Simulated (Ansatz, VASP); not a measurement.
## Two plane-wave programs on ZnAu

```
Zn Au
1.0
     3.61905    0.00000    0.00000
     0.00000    3.61905    0.00000
     0.00000    0.00000    3.14700
Zn Au
1 1
Direct
  0.50000 0.50000 0.50000
  0.00000 0.00000 0.00000
```

Change from the starting cell: strain +0.1500 x Voigt [1, 1, 0, 0, 0, 0], atoms carried along.

Alike in both runs: task single point; functional PBE; k mesh 16 × 16 × 16; occupations gaussian, width 0.15 eV; no spin polarisation.

|  | VASP | Ansatz |
| --- | --- | --- |
| version | VASP 6.6.1 | Ansatz 0.2.0 |
| potentials or method | VASP PAW PBE potentials, release 64 (Zn, Au), cutoff 520 eV | scalar-relativistic, plane waves, PAW |
| valence electrons in the cell | 23 | 31 |

```csv
,VASP,Ansatz,Ansatz less VASP
gap on the k mesh at the Fermi level (eV),none,none,-
pressure (GPa),-13.7,-13.7,-0.02
"traceless stress, the component that is largest in VASP (GPa)",-0.39,-0.39,+0.001
```

A gap of «none» marks a metal or a gap that the smearing closes. VASP's potentials hold 23 valence electrons a cell and Ansatz's 31, so a difference there can come from the potentials and not from the codes.

Neither program's run includes spin-orbit coupling.
